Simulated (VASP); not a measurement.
Set up this calculation in VASP 6.6.1, as the native input.

```
Task                   : single point
Functional             : BLYP
Potentials or basis    : VASP PAW PBE potentials, release 64 (Zn)
Cutoff                 : 520 eV
k mesh                 : 15 × 15 × 15
Occupations            : fermi-dirac, width 0.1 eV
Spin                   : no spin polarisation
Dipole correction      : no
Further INCAR settings : ALGO = Normal; EDIFF = 1e-07; NBANDS = 12
```

The structure of Zn lies in POSCAR:

```
Zn
1.0
   -1.6744143486      1.6744143486      1.6744143486
    1.6744143486     -1.6744143486      1.6744143486
    1.6744143486      1.6744143486     -1.6744143486
Zn
1
Direct
    0.0000000000      0.0000000000      0.0000000000
```

This cell differs from its parent crystal: volume scaled by 1.08.

One way to write it, as run:

INCAR

```
AGGAC = 1.0
AGGAX = 1.0
ALDAC = 0.0
ALDAX = 1.0
ALGO = Normal
EDIFF = 1E-7
ENCUT = 520
GGA = B5
ISIF = 2
ISMEAR = -1
LASPH = True
LCHARG = False
LREAL = False
LWAVE = False
NBANDS = 12
NELM = 60
PREC = Accurate
SIGMA = 0.1
```

KPOINTS

```
k-points
0
Gamma
  15 15 15
```

Potentials or basis: VASP PAW PBE potentials, release 64 (Zn).

Command:

```bash
$ cat potpaw_PBE.64/Zn/POTCAR > POTCAR
$ mpirun -np 1 vasp_std > vasp.out
```

Results of the run:

The pressure is -1.8 GPa and the band gap on the k mesh is zero (band 6 reaches 5.21 eV, above the bottom of band 7 at 0.91 eV).

Caveat: the PAW data sets were made with another functional, which shifts forces and pressure a little.

It took 9.6 s on 1 thread of Intel(R) Xeon(R) 6975P-C (Granite Rapids), with other jobs on the host, peak memory 0.15 GiB.
